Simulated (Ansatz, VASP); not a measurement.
Two plane-wave programs on MgO

```
Mg O
1.0
     0.00000    2.10551    2.10551
     2.10551    0.00000    2.10551
     2.10551    2.10551    0.00000
Mg O
1 1
Direct
  0.00000 0.00000 0.00000
  0.50000 0.50000 0.50000
```

Alike in both runs: task single point; functional PBE; k mesh 10 × 10 × 10; occupations gaussian, width 0.02 eV; no spin polarisation.

```csv
,VASP,Ansatz
version,VASP 6.6.1,Ansatz 0.2.0
potentials or method,"VASP PAW PBE potentials, release 64 (Mg, O), cutoff 600 eV","scalar-relativistic, plane waves, PAW"
valence electrons in the cell,8,16
```

```tsv
	VASP	Ansatz	Ansatz less VASP
gap on the k mesh at the Fermi level (eV)	4.73	4.75	+0.016
least direct gap on the mesh (eV)	4.73	4.75	+0.016
pressure (GPa)	3.8	4.8	+1.02
```

The functional is the same, so the differences come from potentials, cutoffs and numerics. VASP's potentials hold 8 valence electrons a cell and Ansatz's 16, so a difference there can come from the potentials and not from the codes.
